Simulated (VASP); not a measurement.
# Ir3C in VASP: notebook

The runs below take Ir3C through single point, with LDA.

Everything below comes from runs of VASP 6.6.1. Logs are shortened: lines on timing, memory, paths and dates and some standing lists are left out, and cuts for length are marked.

## 1. The cell of the first run

The cell holds a slab with vacuum, 4 atoms: a = 2.695 Å, b = 2.695 Å, c = 21.277 Å, α = 90.00°, β = 90.00°, γ = 120.00°.

## 2. Single point, LDA, collinear spin

INCAR

```
SYSTEM = Ir3C
PREC = Accurate ; ENCUT = 520
EDIFF = 1E-7 ; ISMEAR = 0
SIGMA = 0.1 ; LREAL = .False.
LASPH = .True. ; NELM = 150
ALGO = Normal ; ISIF = 2
LWAVE = .False. ; LCHARG = .False.
ISPIN = 2 ; MAGMOM = 0 0 0 2
LORBIT = 11 ; LMAXMIX = 4
LDIPOL = .True. ; IDIPOL = 3
DIPOL = 0.5 0.5 0.360 ; GGA = CA
NBANDS = 28
```

KPOINTS

```
Automatic mesh
0
Gamma
  12 12 1
  0 0 0
```

POSCAR

```
Ir3C
1.0
    2.6946510889      0.0000000000      0.0000000000
   -1.3473255444      2.3336362973      0.0000000000
    0.0000000000      0.0000000000     21.2769546740
Ir C
3 1
Direct
    0.6666666667      0.3333333333      0.1879968286
    0.3333333333      0.6666666667      0.2885049938
    0.0000000000      0.0000000000      0.3890103072
    0.0000000000      0.0000000000      0.5737171913
```

Potentials or basis: VASP PAW LDA potentials, release 64 (Ir, C).

Launch:

```
cat potpaw_LDA.64/Ir/POTCAR potpaw_LDA.64/C/POTCAR > POTCAR
mpirun -np 1 vasp_std > vasp.out
```

OUTCAR:

```text
SYSTEM = Ir3C
   PREC = Accurate
   ENCUT = 520
   EDIFF = 1E-7
   ISMEAR = 0
   LREAL = .False.
   LASPH = .True.
   NELM = 150
   ISIF = 2
   ISPIN = 2
   LORBIT = 11
   GGA = CA

 ion  position               nearest neighbor table
   1  0.667  0.333  0.188-   2 2.64   2 2.64   2 2.64
   2  0.333  0.667  0.289-   3 2.64   3 2.64   3 2.64   1 2.64   1 2.64   1 2.64
   3  0.000  0.000  0.389-   2 2.64   2 2.64   2 2.64
   4  0.000  0.000  0.574-

  LATTYP: Found a hexagonal cell.
 ALAT       =     2.6946510889
 C/A-ratio  =     7.8959961687

  Lattice vectors:

 A1 = (   2.6946510889,   0.0000000000,   0.0000000000)
 A2 = (  -1.3473255444,   2.3336362973,   0.0000000000)
 A3 = (   0.0000000000,   0.0000000000,  21.2769546740)

Analysis of symmetry for initial positions (statically):
=====================================================================
 Subroutine PRICEL returns:
 Original cell was already a primitive cell.

 Routine SETGRP: Setting up the symmetry group for a
 hexagonal supercell.

 Subroutine GETGRP returns: Found  6 space group operations
 (whereof  6 operations were pure point group operations)
 out of a pool of 24 trial point group operations.

The static configuration has the point symmetry C_3v.

Analysis of symmetry for dynamics (positions and initial velocities):
=====================================================================
 Subroutine PRICEL returns:
 Original cell was already a primitive cell.

 Routine SETGRP: Setting up the symmetry group for a
 hexagonal supercell.

 Subroutine GETGRP returns: Found  6 space group operations
 (whereof  6 operations were pure point group operations)
 out of a pool of 24 trial point group operations.

The dynamic configuration has the point symmetry C_3v.

Analysis of structural, dynamic, and magnetic symmetry:
=====================================================================
 Subroutine PRICEL returns:
 Original cell was already a primitive cell.

 Routine SETGRP: Setting up the symmetry group for a
 hexagonal supercell.

 Subroutine GETGRP returns: Found  6 space group operations
 (whereof  6 operations were pure point group operations)
 out of a pool of 24 trial point group operations.

The overall configuration has the point symmetry C_3v.

 Subroutine INISYM returns: Found  6 space group operations
 (whereof  6 operations are pure point group operations),
 and found     1 'primitive' translations

[... 127 lines left out ...]
 maximum number of plane-waves:      3675
 NGX is ok and might be reduce to    20
   NGX =  9   NGY =  9   NGZ = 79

 dipolmoment           0.000000      0.000000     -0.043118 electrons x Angstroem

 number of electron      30.9999999 magnetization       0.0689755

 dipolmoment           0.000000      0.000000      0.022534 electrons x Angstroem

 Free energy of the ion-electron system (eV)
  ---------------------------------------------------
  ext. energy  EPLUGINS =         0.00000000
  ---------------------------------------------------
  free energy    TOTEN  =       -32.09075107 eV

  energy without entropy =      -32.06418657  energy(sigma->0) =      -32.07746882

 E-fermi :  -0.1392     XC(G=0):  -6.6556

 val. band max:       -0.1790650000   @ k =   0.1667   0.1667   0.0000
 cond. band min:      -0.1352279812   @ k =   0.3333   0.2500   0.0000
 fundamental gap:      0.0438370188
 Fermi energy:        -0.1392221893

 spin component 1

 k-point     1 :       0.0000    0.0000    0.0000
  band No.  band energies     occupation
      1     -10.6529      1.00000
      2     -10.4755      1.00000
      3      -8.4397      1.00000
      4      -8.2271      1.00000
      5      -4.2233      1.00000
      6      -4.2233      1.00000
[... 559 lines left out ...]
     26      10.3319      0.00000
     27      10.4575      0.00000
 Fermi energy:        -0.1392221893

 spin component 2

 k-point     1 :       0.0000    0.0000    0.0000
  band No.  band energies     occupation
      1     -10.6518      1.00000
      2     -10.3898      1.00000
      3      -8.4401      1.00000
      4      -8.2276      1.00000
      5      -4.2239      1.00000
      6      -4.2239      1.00000
[... 559 lines left out ...]
     26      10.3336      0.00000
     27      10.4577      0.00000
 [bands above 27 left out]

------------------------ aborting loop because EDIFF is reached ----------------------------------------

 vacuum level on the upper side and lower side of the slab       (xc-potential included)         0.303        -0.330

  FORCE on cell =-STRESS in cart. coord.  units (eV):
  Direction    XX          YY          ZZ          XY          YZ          ZX
  --------------------------------------------------------------------------------------
  -------------------------------------------------------------------------------------
  Total       -7.0629315     -7.0629315     -0.3705279     -0.0000000      0.0000000      0.0000000
  in kB      -84.5766338    -84.5766338     -4.4369678     -0.0000000      0.0000000      0.0000000
  external PRESSURE =     -57.8634118 kB  Pullay stress =       0.0000000 kB

 VOLUME and BASIS-vectors are now :
 -----------------------------------------------------------------------------
  energy-cutoff  :      520.00
  volume of cell :      133.80
      direct lattice vectors                 reciprocal lattice vectors
     2.694651089  0.000000000  0.000000000     0.371105559  0.214257895  0.000000000
    -1.347325544  2.333636297  0.000000000     0.000000000  0.428515789  0.000000000
     0.000000000  0.000000000 21.276954674     0.000000000  0.000000000  0.046999207

 POSITION                                       TOTAL-FORCE (eV/Angst)
 -----------------------------------------------------------------------------------
      1.34733      0.77788      4.00000        -0.000000     -0.000000     -0.149707
     -0.00000      1.55576      6.13851         0.000000     -0.000000      0.047996
      0.00000      0.00000      8.27695         0.000000      0.000000      0.326412
      0.00000      0.00000     12.20695         0.000000     -0.000000     -0.224701
 -----------------------------------------------------------------------------------
    total drift:                               -0.000000     -0.000000     -0.000162

  FREE ENERGIE OF THE ION-ELECTRON SYSTEM (eV)
  ---------------------------------------------------
  free  energy   TOTEN  =       -32.0907510662 eV

  energy  without entropy=      -32.0641865708  energy(sigma->0) =      -32.07746882

 vacuum level on the upper side and lower side of the slab         6.232         5.583

 total charge

# of ion       s       p       d       tot
------------------------------------------
    1        0.688   0.620   6.968   8.277
    2        0.694   0.789   7.043   8.526
    3        0.684   0.616   6.967   8.267
    4        1.057   0.848   0.000   1.904
--------------------------------------------------
tot          3.123   2.873  20.978  26.974

 magnetization (x)

# of ion       s       p       d       tot
------------------------------------------
    1       -0.000  -0.000  -0.002  -0.002
    2        0.000  -0.000  -0.001  -0.001
    3       -0.000  -0.000  -0.001  -0.001
    4        0.003   0.036   0.000   0.039
--------------------------------------------------
tot          0.003   0.036  -0.004   0.035
```

It took 4.5 min on 1 thread of Intel Xeon Platinum 8488C (Sapphire Rapids), shared host; peak memory 0.29 GiB.

What came out:

```yaml
Free_energy: -32.0908 eV
Largest_force: 0.326 eV/Å
Net_moment: 0.07 μB per cell
Site_moments: Ir -0.00; C +0.04 μB
Valence_electrons_inside_the_program's_atomic_spheres: Ir 8.28, 8.53, 8.27; C 1.90
```

Forces on the atoms (eV/Å):
```
Ir   0.000  0.000 -0.150
Ir   0.000  0.000  0.048
Ir   0.000  0.000  0.326
C    0.000  0.000 -0.225
```

Levels at points of the mesh, in eV from the Fermi level:
Spin up:
```
           k point  band 12  band 13  band 14  band 15  band 16  band 17  band 18  band 19
(0.00, 0.00, 0.00)    -3.03    -1.82    -1.16    -1.16    -0.80    -0.36    -0.36     0.60
(0.50, 0.00, 0.00)    -1.18     0.36     0.60     0.92     0.95     1.08     1.60     1.70
```
Spin down:
| k point | band 13 | band 14 | band 15 | band 16 | band 17 | band 18 |
| --- | --- | --- | --- | --- | --- | --- |
| (0.00, 0.00, 0.00) | -1.78 | -1.16 | -1.16 | -0.78 | -0.36 | -0.36 |
| (0.50, 0.00, 0.00) | 0.37 | 0.60 | 0.95 | 0.98 | 1.10 | 1.60 |

Caveat: spin-orbit coupling is left out, which moves the levels of the heavy elements.

## 3. Single point, LDA, collinear spin

INCAR, as its differences from that of step 2:

```diff
@@ -10,3 +10,3 @@
 LDIPOL = .True. ; IDIPOL = 3
-DIPOL = 0.5 0.5 0.360 ; GGA = CA
+DIPOL = 0.5 0.5 0.326 ; GGA = CA
 NBANDS = 28
```

KPOINTS

```
regular mesh
0
Gamma
  12 12 1
  0 0 0
```

POSCAR, as its differences from that of step 2:

```diff
@@ -11,2 +11,2 @@
     0.0000000000      0.0000000000      0.3890103072
-    0.0000000000      0.0000000000      0.5737171913
+    0.6666666667     -0.6666666667      0.4392994588
```

Potentials or basis: VASP PAW LDA potentials, release 64 (Ir, C).

Launch:

```
cat potpaw_LDA.64/Ir/POTCAR potpaw_LDA.64/C/POTCAR > POTCAR
mpirun -np 1 vasp_std > vasp.out
```

It took 5.3 min on 1 thread of Intel Xeon Platinum 8488C (Sapphire Rapids), shared host; peak memory 0.28 GiB.

Results (log left out):

```
Free energy                                           : -35.8614 eV
Largest force                                         : 2.790 eV/Å
Net moment                                            : 0.00 μB per cell
Valence electrons inside the program's atomic spheres : Ir 8.26, 8.63, 9.42; C 2.41
```

Forces in eV/Å, atoms in the order of the input:
```
Ir   0.000  0.000 -0.348
Ir   0.000  0.000 -2.790
Ir   0.000  0.000  0.685
C    0.000  0.000  2.453
```

Levels at points of the mesh, in eV from the Fermi level:
Spin up:
| k point | band 12 | band 13 | band 14 | band 15 | band 16 | band 17 | band 18 | band 19 | band 20 | band 21 |
| --- | --- | --- | --- | --- | --- | --- | --- | --- | --- | --- |
| (0.00, 0.00, 0.00) | -3.35 | -2.47 | -2.47 | -1.17 | -1.17 | -0.41 | 0.34 | 0.34 | 0.85 | 5.33 |
| (0.50, 0.00, 0.00) | -0.50 | -0.39 | -0.02 | -0.02 | 1.05 | 1.12 | 1.57 | 2.58 | 3.42 | 4.45 |
Spin down:
```csv
k point,band 13,band 14,band 15,band 16,band 17,band 18,band 19,band 20
"(0.00, 0.00, 0.00)",-2.47,-2.47,-1.17,-1.17,-0.41,0.34,0.34,0.85
"(0.50, 0.00, 0.00)",-0.39,-0.02,-0.02,1.05,1.12,1.57,2.58,3.42
```

Caveat: spin-orbit coupling is left out, which moves the levels of the heavy elements.

## 4. Single point, LDA, collinear spin

INCAR

```
PREC = Accurate ; ENCUT = 520
EDIFF = 1E-6 ; ISMEAR = 0
SIGMA = 0.1 ; LREAL = F
LASPH = T ; NELM = 150
ALGO = Normal ; ISIF = 2
LWAVE = F ; LCHARG = F
ISPIN = 2 ; MAGMOM = 0 0 0 2
LORBIT = 11 ; LMAXMIX = 4
LDIPOL = T ; IDIPOL = 3
DIPOL = 0.5 0.5 0.336 ; GGA = CA
NBANDS = 28
```

KPOINTS

```
Automatic mesh
0
Gamma
  12 12 1
```

POSCAR, as its differences from that of step 3:

```diff
@@ -11,2 +11,2 @@
     0.0000000000      0.0000000000      0.3890103072
-    0.6666666667     -0.6666666667      0.4392994588
+    0.6666666667     -0.6666666667      0.4787787928
```

Launch:

```
cat potpaw_LDA.64/Ir/POTCAR potpaw_LDA.64/C/POTCAR > POTCAR
mpirun -np 1 vasp_std > vasp.out
```

Run time: 2.7 min. Hardware: 1 thread of Intel Xeon Platinum 8488C (Sapphire Rapids), shared host; peak memory 0.28 GiB.

The run converged. Its results:

```
Free energy                                           : -34.8105 eV
Largest force                                         : 4.110 eV/Å
Net moment                                            : 0.00 μB per cell
Valence electrons inside the program's atomic spheres : Ir 8.27, 8.56, 8.41; C 1.99
```

Forces in eV/Å, atoms in the order of the input:
```
Ir   0.000  0.000 -0.300
Ir   0.000  0.000 -0.728
Ir   0.000  0.000  4.110
C    0.000  0.000 -3.082
```

Levels at points of the mesh, in eV from the Fermi level:
Spin up:
```csv
k point,band 13,band 14,band 15,band 16,band 17,band 18
"(0.00, 0.00, 0.00)",-2.14,-1.30,-1.30,-0.71,-0.71,-0.26
"(0.50, 0.00, 0.00)",0.21,0.26,0.91,1.05,1.18,1.61
```
Spin down:
| k point | band 13 | band 14 | band 15 | band 16 | band 17 | band 18 |
| --- | --- | --- | --- | --- | --- | --- |
| (0.00, 0.00, 0.00) | -2.14 | -1.30 | -1.30 | -0.71 | -0.71 | -0.26 |
| (0.50, 0.00, 0.00) | 0.21 | 0.26 | 0.91 | 1.05 | 1.18 | 1.61 |

Caveat: spin-orbit coupling is left out, which moves the levels of the heavy elements.

## 5. Overview

```csv
cell,gap on the mesh (eV),moment (μB),largest force (eV/Å)
"as given, atomic positions A",none,0.07,0.33
"as given, atomic positions B",none,0.00,2.79
"as given, atomic positions C",none,0.00,4.11
```

Alike in all rows: task single point; level LDA; potentials or basis VASP PAW LDA potentials, release 64 (Ir, C); spin collinear; k mesh 12 × 12 × 1; cutoff (eV) 520; smearing gaussian 0.1 eV.

Caveats: spin-orbit coupling is left out, which moves the levels of the heavy elements.

Absolute energies hang on the potentials; compare differences alone.
